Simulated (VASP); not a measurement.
Set up this calculation in VASP 6.6.1, as the native input.

- Task: relaxation of cell and atoms
- Functional: PBE
- Potentials or basis: VASP PAW PBE potentials, release 64 (In_d, H)
- Cutoff: 600 eV
- k mesh: 6 × 6 × 4
- Occupations: gaussian, width 0.1 eV
- Spin: no spin polarisation
- Dipole correction: no
- Further INCAR settings: ALGO = Normal; EDIFF = 1e-06; IBRION = 2; EDIFFG = -0.04; NSW = 90; ISIF = 3

The structure of InH2 lies in POSCAR:

```
InH2
1.0
    2.9939750500      0.0000000000      0.0000000000
   -1.4969875300      2.5928584500      0.0000000000
    0.0000000000      0.0000000000      4.8213149900
In H
1 2
Direct
    0.0000000000      0.0000000000      0.0000000000
    0.3333333300      0.6666666700      0.2500000000
    0.6666666700      0.3333333300      0.7500000000
```

The cell was generated, and may not be a known phase.

The input as run:

INCAR

```
SYSTEM = InH2
PREC     = Accurate       ! precision mode
ENCUT    = 600            ! plane-wave cutoff, eV
EDIFF    = 1E-6           ! SCF threshold, eV
ISMEAR   = 0              ! smearing method
SIGMA    = 0.1            ! smearing width, eV
LREAL    = .False.        ! projectors in reciprocal space
LASPH    = .True.         ! aspherical terms in the spheres
NELM     = 60             ! most SCF steps
ALGO     = Normal         ! electronic algorithm
ISIF     = 3              ! what is computed and relaxed
LWAVE    = .False.        ! write WAVECAR
LCHARG   = .False.        ! write CHGCAR
GGA      = PE             ! functional
IBRION   = 2              ! ionic algorithm
NSW      = 90             ! ionic steps
EDIFFG   = -0.04          ! ionic threshold
```

KPOINTS

```
regular mesh
0
Gamma
  6 6 4
  0 0 0
```

Potentials or basis: VASP PAW PBE potentials, release 64 (In_d, H).

The run is started by

```console
$ cat potpaw_PBE.64/In_d/POTCAR potpaw_PBE.64/H/POTCAR > POTCAR
$ mpirun -np 1 vasp_std > vasp.out
```

Results of the run:

```json
{
 "Relaxed volume": "14.16 Å³/atom",
 "Relaxed cell": "a = 3.467 Å, b = 3.467 Å, c = 4.081 Å, α = 90.00°, β = 90.00°, γ = 120.00°",
 "Space group after relaxing (to 0.1 Å)": "P-3m1 (No. 164)",
 "Energy gained by relaxing": "286.2 meV/atom",
 "Ionic steps": "8",
 "Pressure after relaxing": "0.0 GPa",
 "Band gap on the k mesh": "zero (an odd number of electrons rules out a gap without spin polarisation)"
}
```

Caveat: the k points lie up to 0.38 Å⁻¹ apart in the final cell, too coarse for converged energies and pressures of a metal; a cell axis changed by over 15 % at a fixed basis, so the end point is rough; spin-orbit coupling is left out, which moves the levels of the heavy elements; an odd number of electrons without spin polarisation forces a metal; a magnetic or distorted state may lie lower.

It took 96 s on 1 thread of Intel Xeon 8259CL, on a shared host, peak memory 0.17 GiB.
